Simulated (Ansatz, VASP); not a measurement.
# Pd in VASP and in Ansatz

The input INCAR:

```
SYSTEM = Pd
PREC = Accurate
ENCUT = 520
EDIFF = 1E-7
ISMEAR = 0
SIGMA = 0.1
LREAL = .False.
LASPH = .True.
NELM = 60
ALGO = Fast
ISIF = 2
LWAVE = .False.
LCHARG = .False.
GGA = PS
NBANDS = 11
```

Contents of KPOINTS:

```
regular mesh
0
Gamma
  18 18 18
  0 0 0
```

POSCAR

```
Pd
1.0
   -1.5583977588      1.5583977588      1.5583977588
    1.5583977588     -1.5583977588      1.5583977588
    1.5583977588      1.5583977588     -1.5583977588
Pd
1
Direct
    0.0000000000      0.0000000000      0.0000000000
```

Input for Ansatz:

```yaml
crystal:
  lattice:
    - [-1.5583977588, 1.5583977588, 1.5583977588]
    - [1.5583977588, -1.5583977588, 1.5583977588]
    - [1.5583977588, 1.5583977588, -1.5583977588]
  atoms:
    - { symbol: Pd, position: [0.0, 0.0, 0.0] }
basis:
  ecutwfc: 420
kpoints:
  mp_grid: { grid: [18, 18, 18] }
hamiltonian:
  xc: pbesol
scf:
  occupations: { method: gaussian, width: 0.1 }
output:
  forces: true
  stress: true
  eigenvalues: true
  populations: true
```

Alike in both runs: task single point; functional PBEsol; k mesh 18 × 18 × 18; occupations gaussian, width 0.1 eV; no spin polarisation.

|  | VASP | Ansatz |
| --- | --- | --- |
| version | VASP 6.6.1 | Ansatz 0.2.0 |
| potentials or method | VASP PAW PBE potentials, release 64 (Pd), cutoff 520 eV | scalar-relativistic, plane waves, PAW |
| valence electrons in the cell | 10 | 18 |

|  | VASP | Ansatz | Ansatz less VASP |
| --- | --- | --- | --- |
| gap on the k mesh at the Fermi level (eV) | none | none | - |
| pressure (GPa) | -6.2 | -5.9 | +0.30 |

VASP's potentials were made for PBE, not for PBEsol. A gap of «none» marks a metal or a gap that the smearing closes. VASP's potentials hold 10 valence electrons a cell and Ansatz's 18, so a difference there can come from the potentials and not from the codes.
